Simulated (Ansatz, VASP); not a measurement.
# Se: VASP beside Ansatz

```
Se
1.0
     5.72851   -0.15606   -0.18854
    -0.19058    6.39639   -1.43479
    -0.12080   -1.97478    3.74214
Se
3
Direct
  0.39987 0.35954 0.41434
  0.09537 0.64748 0.67783
  0.24520 0.00345 0.38999
```

Alike in both runs: functional PBE; k mesh 4 × 4 × 6; occupations gaussian, width 0.1 eV; no spin polarisation.

Ansatz relaxed the structure, and its values are those at the end. VASP's run is a single point on that final structure, the one shown.

|  | VASP | Ansatz |
| --- | --- | --- |
| version | VASP 6.6.1 | Ansatz 0.2.0 |
| potentials or method | VASP PAW PBE potentials, release 64 (Se), cutoff 520 eV | scalar-relativistic, plane waves, PAW |
| valence electrons in the cell | 18 | 48 |

VASP gave:

```
gap on the k mesh at the Fermi level (eV) : 1.67
least direct gap on the mesh (eV)         : 1.81
pressure (GPa)                            : 0.0
rms of the force components (eV/Å)        : 0.013
```

**Question.** What did Ansatz give for the same quantities?

**Answer.** gap on the k mesh at the Fermi level (eV): 1.67; least direct gap on the mesh (eV): 1.82; pressure (GPa): 0.0; rms of the force components (eV/Å): 0.009.

VASP's potentials hold 18 valence electrons a cell and Ansatz's 48, so a difference there can come from the potentials and not from the codes.
